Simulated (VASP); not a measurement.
Wanted: the native input for a VASP 6.6.1 run.

```yaml
Task: single point
Functional: LDA
Potentials_or_basis: VASP PAW LDA potentials, release 64 (B_h, N_h)
Cutoff: 910 eV
k_mesh: 9 × 9 × 6
Occupations: gaussian, width 0.02 eV
Spin: no spin polarisation
Dipole_correction: no
Second_run: hard_potentials
Further_INCAR_settings: ALGO = Normal; EDIFF = 1e-06; NBANDS = 16
```

The structure of BN (lda) lies in POSCAR:

```
BN
1.0
    2.5226937191      0.0000000000      0.0000000000
   -1.2613468596      2.1847168467      0.0000000000
    0.0000000000      0.0000000000      4.1743273199
B N
2 2
Direct
    0.3333333333      0.6666666667     -0.0002034900
    0.6666666667      0.3333333333      0.4997965100
    0.3333333333      0.6666666667      0.3742034900
    0.6666666667      0.3333333333      0.8742034900
```

One way to write it, as run:

INCAR

```
SYSTEM = BN
PREC = Accurate ; ENCUT = 910
EDIFF = 1E-6 ; ISMEAR = 0
SIGMA = 0.02 ; LREAL = .False.
LASPH = .True. ; NELM = 120
ALGO = Normal ; ISIF = 2
LWAVE = .False. ; LCHARG = .True.
LELF = .True. ; LVHAR = .True.
NBANDS = 16 ; GGA_COMPAT = .False.
```

KPOINTS

```
regular mesh
0
Gamma
  9 9 6
  0 0 0
```

Potentials or basis: VASP PAW LDA potentials, release 64 (B_h, N_h).

Run with:

```bash
$ cat potpaw_LDA.64/B_h/POTCAR potpaw_LDA.64/N_h/POTCAR > POTCAR
$ mpirun -np 1 vasp_std > vasp.out
```

Results of the run:

| Property | Result |
| --- | --- |
| Pressure | 0.7 GPa |
| Largest force | 0.003 eV/Å |
| Band gap on the k mesh | 4.91 eV, indirect (least direct gap 8.28 eV) |

Caveat: the cutoff is under 1.25 times the usual one of these potentials, so pressure, stress and relaxed cells hold a basis-set (Pulay) error.

It used 57 s of CPU time on 1 thread of AMD EPYC 7R13 Processor (Zen 3), with other jobs on the host.
